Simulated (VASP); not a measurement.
# Au (Cmcm) in VASP: further runs, part 2 of 3

VASP 6.6.1.

## 3. Single point, PBE+D4

INCAR

```
SYSTEM = Au
PREC = Accurate
ENCUT = 500
EDIFF = 1E-6
ISMEAR = 0
SIGMA = 0.1
LREAL = .False.
LASPH = .True.
NELM = 120
ALGO = Normal
ISIF = 2
LWAVE = .False.
LCHARG = .False.
GGA = PE
IVDW = 13
NBANDS = 18
GGA_COMPAT = .False.
```

KPOINTS

```
Automatic mesh
0
Gamma
  6 6 4
  0 0 0
```

POSCAR

```
Au
1.0
    1.4113099650     -2.5559330250      0.0000000000
    1.4113099650      2.5559330250      0.0000000000
    0.0000000000      0.0000000000      4.8931696100
Au
2
Direct
    0.6653279700      0.3346720300      0.2500000000
    0.3346720300      0.6653279700      0.7500000000
```

Potentials or basis: VASP PAW PBE potentials, release 64 (Au).

Launch:

```sh
$ cat potpaw_PBE.64/Au/POTCAR > POTCAR
$ mpirun -np 1 vasp_std > vasp.out
```

OUTCAR:

```text
SYSTEM = Au
   PREC = Accurate
   ENCUT = 500
   EDIFF = 1E-6
   ISMEAR = 0
   LREAL = .False.
   LASPH = .True.
   NELM = 120
   ISIF = 2
   GGA = PE
   IVDW = 13

 ion  position               nearest neighbor table
   1  0.665  0.335  0.250-   2 2.95   2 2.95   2 2.95   2 2.95   2 2.97   2 2.97
   2  0.335  0.665  0.750-   1 2.95   1 2.95   1 2.95   1 2.95   1 2.97   1 2.97

  LATTYP: Found a base centered orthorhombic cell.
 ALAT       =     2.8226199300
 B/A-ratio  =     1.8110359088
 C/A-ratio  =     1.7335559627

  Lattice vectors:

 A1 = (   1.4113099650,  -2.5559330250,   0.0000000000)
 A2 = (   1.4113099650,   2.5559330250,   0.0000000000)
 A3 = (   0.0000000000,   0.0000000000,   4.8931696100)

Analysis of symmetry for initial positions (statically):
=====================================================================
 Subroutine PRICEL returns:
 Original cell was already a primitive cell.

 Routine SETGRP: Setting up the symmetry group for a
 base centered orthorhombic supercell.

 Subroutine GETGRP returns: Found  8 space group operations
 (whereof  4 operations were pure point group operations)
 out of a pool of  8 trial point group operations.

The static configuration has the point symmetry C_2h.
 The point group associated with its full space group is D_2h.

Analysis of symmetry for dynamics (positions and initial velocities):
=====================================================================
 Subroutine PRICEL returns:
 Original cell was already a primitive cell.

 Routine SETGRP: Setting up the symmetry group for a
 base centered orthorhombic supercell.

 Subroutine GETGRP returns: Found  8 space group operations
 (whereof  4 operations were pure point group operations)
 out of a pool of  8 trial point group operations.

The dynamic configuration has the point symmetry C_2h.
 The point group associated with its full space group is D_2h.

 Subroutine INISYM returns: Found  8 space group operations
 (whereof  4 operations are pure point group operations),
 and found     1 'primitive' translations

----------------------------------------------------------------------------------------

                                     Primitive cell

  volume of cell :      35.3014

  direct lattice vectors                    reciprocal lattice vectors
     1.411309965 -2.555933025  0.000000000     0.354280783 -0.195623279  0.000000000
     1.411309965  2.555933025  0.000000000     0.354280783  0.195623279  0.000000000
     0.000000000  0.000000000  4.893169610     0.000000000  0.000000000  0.204366511

  length of vectors
     2.919689957  2.919689957  4.893169610     0.404701545  0.404701545  0.204366511

  position of ions in fractional coordinates (direct lattice)
     0.665327970  0.334672030  0.250000000
     0.334672030  0.665327970  0.750000000

  ion indices of the primitive-cell ions
   primitive index   ion index
                 1           1
                 2           2

----------------------------------------------------------------------------------------

 KPOINTS: Automatic mesh

Automatic generation of k-mesh.
 Grid dimensions read from file:
 generate k-points for:    6    6    4

 Generating k-lattice:

  Cartesian coordinates                     Fractional coordinates (reciprocal lattice)
     0.059046797 -0.032603880  0.000000000     0.166666667  0.000000000  0.000000000
     0.059046797  0.032603880  0.000000000     0.000000000  0.166666667  0.000000000
     0.000000000  0.000000000  0.051091628     0.000000000  0.000000000  0.250000000

  Length of vectors
     0.067450258  0.067450258  0.051091628

  Shift w.r.t. Gamma in fractional coordinates (k-lattice)
     0.000000000  0.000000000  0.000000000

 Subroutine IBZKPT returns following result:
 ===========================================

 Found     39 irreducible k-points:

 Following reciprocal coordinates:
            Coordinates               Weight
  0.000000  0.000000  0.000000      1.000000
  0.166667 -0.000000  0.000000      4.000000
  0.333333 -0.000000  0.000000      4.000000
  0.500000 -0.000000  0.000000      2.000000
  0.166667  0.166667  0.000000      2.000000
  0.333333  0.166667  0.000000      4.000000
[... 16 lines left out ...]
  0.333333  0.333333  0.250000      4.000000
  0.500000  0.333333  0.250000      8.000000
 [... further k-points ...]
   k-points           NKPTS =     39   k-points in BZ     NKDIM =     39   number of bands    NBANDS=     18
   number of dos      NEDOS =    301   number of ions     NIONS =      2
   total plane-waves  NPLWV =  20736
   dimension x,y,z NGX =    24 NGY =   24 NGZ =   36
   dimension x,y,z NGXF=    48 NGYF=   48 NGZF=   72
   ions per type =               2
   NGX,Y,Z   is equivalent  to a cutoff of  13.67, 13.67, 12.23 a.u.
   NGXF,Y,Z  is equivalent  to a cutoff of  27.33, 27.33, 24.46 a.u.
 SYSTEM =  Au
   PREC   = accura    normal or accurate (medium, high low for compatibility)
   ISTART =      0    job   : 0-new  1-cont  2-samecut
   ICHARG =      2    charge: 1-file 2-atom 10-const
   ISPIN  =      1    spin polarized calculation?
   LNONCOLLINEAR =      F non collinear calculations
   LSORBIT =      F    spin-orbit coupling
   LASPH  =      T    aspherical Exc in radial PAW
   ENCUT  =  500.0 eV  36.75 Ry    6.06 a.u.   5.32  5.32  8.92*2*pi/ulx,y,z
   NELM   =    120;   NELMIN=  2; NELMDL= -5     # of ELM steps
   EDIFF  = 0.1E-05   stopping-criterion for ELM
   LREAL  =      F    real-space projection
   EDIFFG = 0.1E-04   stopping-criterion for IOM
   NSW    =      0    number of steps for IOM
   IBRION =     -1    ionic relax: 0-MD 1-quasi-New 2-CG
   NFREE  =      0    steps in history (QN), initial steepest desc. (CG)
   ISIF   =      2    stress and relaxation
   ISYM   =      2    0-nonsym 1-usesym 2-fastsym
   POTIM  = 0.5000    time-step for ionic-motion
   TEBEG  =    0.0;   TEEND  =   0.0 temperature during run
   PSTRESS=    0.0 pullay stress
   NELECT =      22.0000    total number of electrons
   NUPDOWN=      -1.0000    fix difference up-down
   EMIN   =  10.00;   EMAX   =-10.00  energy-range for DOS
   EFERMI =   0.00;   METHOD = LEGACY
   ISMEAR =     0;   SIGMA  =   0.10  broadening in eV -4-tet -1-fermi 0-gaus
   EFERMI_NEDOS =   21; number of points for ismear=-14 and -15
   IALGO  =     38    algorithm
   IMIX   =      4    mixing-type and parameters
     AMIX     =   0.40;   BMIX     =  1.00
     AMIX_MAG =   1.60;   BMIX_MAG =  1.00
  volume/ion in A,a.u.               =      17.65       119.11
  Fermi-wavevector in a.u.,A,eV,Ry     =   1.398358  2.642513 26.604898  1.955405
  Thomas-Fermi vector in A             =   2.521524
   LORBIT       =      0    0 simple, 1 ext, 2 COOP (PROOUT), +10 PAW based schemes
   GGA     = PE    functional components
   LHFCALC =     F    Hartree Fock is set to
   AEXX    =    0.0000 exact exchange contribution
   IVDW    =    13    specifies the selected vdW correction
   LEPSILON=     F    determine dielectric tensor
   LRPA    =     F    only Hartree local field effects (RPA)
 non-spin polarized calculation
 Gauss-broadening in eV      SIGMA  =   0.10
  energy-cutoff  :      500.00
  volume of cell :       35.30
 maximum number of plane-waves:       912
 NGX is ok and might be reduce to    24
   NGX = 11   NGY = 11   NGZ = 17

 number of electron      21.9999996 magnetization

 Free energy of the ion-electron system (eV)
  ---------------------------------------------------
  ext. energy  EPLUGINS =         0.00000000
  ---------------------------------------------------
  free energy    TOTEN  =        -6.33584153 eV

  energy without entropy =       -6.33123046  energy(sigma->0) =       -6.33353599

 E-fermi :   9.1291     XC(G=0): -12.5062

 val. band max:        9.1271682213   @ k =   0.5000   0.5000   0.0000
 cond. band min:       9.2031887123   @ k =   0.5000   0.5000   0.5000
 fundamental gap:      0.0760204910
 Fermi energy:         9.1291143321

 k-point     1 :       0.0000    0.0000    0.0000
  band No.  band energies     occupation
      1      -0.5940      2.00000
      2       1.7770      2.00000
      3       4.1240      2.00000
      4       4.2044      2.00000
      5       4.5429      2.00000
      6       4.7874      2.00000
[... 10 lines left out ...]
     17      26.8089      0.00000
     18      27.7306      0.00000
[... 466 lines left out ...]
      2       2.9997      2.00000
      3       3.3425      2.00000
      4       3.7503      2.00000
      5       4.3051      2.00000
      6       5.0833      2.00000
[... 10 lines left out ...]
     17      21.8389      0.00000
     18      22.5836      0.00000

 [... further k-points ...]

------------------------ aborting loop because EDIFF is reached ----------------------------------------

  DFT-D4 for vdW energy calculation

  Edisp (eV):   -1.31275

  FORCE on cell =-STRESS in cart. coord.  units (eV):
  Direction    XX          YY          ZZ          XY          YZ          ZX
  --------------------------------------------------------------------------------------
  -------------------------------------------------------------------------------------
  Total      -0.25956     0.28354    -1.58469     0.00000     0.00000     0.00000
  in kB     -11.78044    12.86887   -71.92230     0.00000     0.00000     0.00000
  external pressure =      -23.61 kB  Pullay stress =        0.00 kB

 VOLUME and BASIS-vectors are now :
 -----------------------------------------------------------------------------
  energy-cutoff  :      500.00
  volume of cell :       35.30
      direct lattice vectors                 reciprocal lattice vectors
     1.411309965 -2.555933025  0.000000000     0.354280783 -0.195623279  0.000000000
     1.411309965  2.555933025  0.000000000     0.354280783  0.195623279  0.000000000
     0.000000000  0.000000000  4.893169610     0.000000000  0.000000000  0.204366511

 POSITION                                       TOTAL-FORCE (eV/Angst)
 -----------------------------------------------------------------------------------
      1.41131     -0.84513      1.22329         0.000000      0.022192      0.000000
      1.41131      0.84513      3.66988         0.000000     -0.022192     -0.000000
 -----------------------------------------------------------------------------------
    total drift:                                0.000000      0.000000     -0.000000

  FREE ENERGIE OF THE ION-ELECTRON SYSTEM (eV)
  ---------------------------------------------------
  free  energy   TOTEN  =        -7.6485906944 eV

  energy  without entropy=       -7.6439796270  energy(sigma->0) =       -7.64628516
```

stdout:

```text
POSCAR found type information on POSCAR Au
 POSCAR found :  1 types and       2 ions
 scaLAPACK will be used
 LDA part: xc-table for (Slater+PW92), standard interpolation
 POSCAR, INCAR and KPOINTS ok, starting setup
 FFT: planning ... GRIDC
 FFT: planning ... GRID_SOFT
 FFT: planning ... GRID
 WAVECAR not read
 entering main loop
```

Run time: 21 s. Hardware: 1 thread of AMD EPYC 7R43 (Zen 3), shared host; peak memory 0.13 GiB.

What came out:

| Item | Value |
| --- | --- |
| Free energy | -7.6486 eV |
| Pressure | -2.4 GPa |
| Largest force | 0.022 eV/Å |
| Band gap on the k mesh | zero (bands 11 and 12 overlap by 6.55 eV) |
| Dispersion energy per atom | -0.656 eV |

Forces on the atoms (eV/Å):
```
Au   0.000  0.022  0.000
Au   0.000 -0.022  0.000
```

Stress tensor (GPa, compression positive):
```
-1.18  0.00  0.00
 0.00  1.29  0.00
 0.00  0.00 -7.19
```

Caveat: the k points lie up to 0.42 Å⁻¹ apart, too coarse for converged energies and pressures of a metal; spin-orbit coupling is left out, which moves the levels of the heavy elements.

## 4. Single point, LDA

INCAR

```
SYSTEM = Au
PREC = Accurate ; ENCUT = 500
EDIFF = 1E-6 ; ISMEAR = 0
SIGMA = 0.1 ; LREAL = .FALSE.
LASPH = .TRUE. ; NELM = 120
ALGO = Normal ; ISIF = 2
LWAVE = .FALSE. ; LCHARG = .FALSE.
GGA = CA ; NBANDS = 18
GGA_COMPAT = .FALSE.
```

KPOINTS

```
Automatic mesh
0
G
  6 6 4
  0 0 0
```

POSCAR is that of step 3.

Potentials or basis: VASP PAW LDA potentials, release 64 (Au).

Launch:

```sh
$ cat potpaw_LDA.64/Au/POTCAR > POTCAR
$ mpirun -np 1 vasp_std > vasp.out
```

OUTCAR:

```text
SYSTEM = Au
   PREC = Accurate
   ENCUT = 500
   EDIFF = 1E-6
   ISMEAR = 0
   LREAL = .FALSE.
   LASPH = .TRUE.
   NELM = 120
   ISIF = 2
   GGA = CA

 ion  position               nearest neighbor table
   1  0.665  0.335  0.250-   2 2.95   2 2.95   2 2.95   2 2.95   2 2.97   2 2.97
   2  0.335  0.665  0.750-   1 2.95   1 2.95   1 2.95   1 2.95   1 2.97   1 2.97

  LATTYP: Found a base centered orthorhombic cell.
 ALAT       =     2.8226199300
 B/A-ratio  =     1.8110359088
 C/A-ratio  =     1.7335559627

  Lattice vectors:

[... 695 lines left out ...]

  FORCE on cell =-STRESS in cart. coord.  units (eV):
  Direction    XX          YY          ZZ          XY          YZ          ZX
  --------------------------------------------------------------------------------------
  -------------------------------------------------------------------------------------
  Total       -1.8875866     -1.1493658     -2.9417178      0.0000000      0.0000000      0.0000000
  in kB      -85.6693229    -52.1646986   -133.5117381      0.0000000      0.0000000      0.0000000
  external PRESSURE =     -90.4485866 kB  Pullay stress =       0.0000000 kB

 VOLUME and BASIS-vectors are now :
 -----------------------------------------------------------------------------
  energy-cutoff  :      500.00
  volume of cell :       35.30
      direct lattice vectors                 reciprocal lattice vectors
     1.411309965 -2.555933025  0.000000000     0.354280783 -0.195623279  0.000000000
     1.411309965  2.555933025  0.000000000     0.354280783  0.195623279  0.000000000
     0.000000000  0.000000000  4.893169610     0.000000000  0.000000000  0.204366511

 POSITION                                       TOTAL-FORCE (eV/Angst)
 -----------------------------------------------------------------------------------
      1.41131     -0.84513      1.22329         0.000000      0.018619     -0.000000
      1.41131      0.84513      3.66988         0.000000     -0.018619      0.000000
 -----------------------------------------------------------------------------------
    total drift:                                0.000000      0.000000     -0.000000

  FREE ENERGIE OF THE ION-ELECTRON SYSTEM (eV)
  ---------------------------------------------------
  free  energy   TOTEN  =        -8.7279740686 eV

  energy  without entropy=       -8.7235340090  energy(sigma->0) =       -8.72575404
```

stdout:

```text
POSCAR found type information on POSCAR Au
 POSCAR found :  1 types and       2 ions
 scaLAPACK will be used
 LDA part: xc-table for (Slater(with rela. corr.)+CA(PZ))
 , standard interpolation
 POSCAR, INCAR and KPOINTS ok, starting setup
 FFT: planning ... GRIDC
 FFT: planning ... GRID_SOFT
 FFT: planning ... GRID
 WAVECAR not read
 entering main loop
```

Run time: 19 s. Hardware: 1 thread of AMD EPYC 7R43 (Zen 3), shared host; peak memory 0.1 GiB.

Results:

- Free energy: -8.7280 eV
- Pressure: -9.0 GPa
- Largest force: 0.019 eV/Å
- Band gap on the k mesh: zero (bands 11 and 12 overlap by 6.49 eV)

Forces on the atoms (eV/Å):
```
Au   0.000  0.019  0.000
Au   0.000 -0.019  0.000
```

Caveat: the k points lie up to 0.42 Å⁻¹ apart, too coarse for converged energies and pressures of a metal; spin-orbit coupling is left out, which moves the levels of the heavy elements.

[end of part 2 of 3]
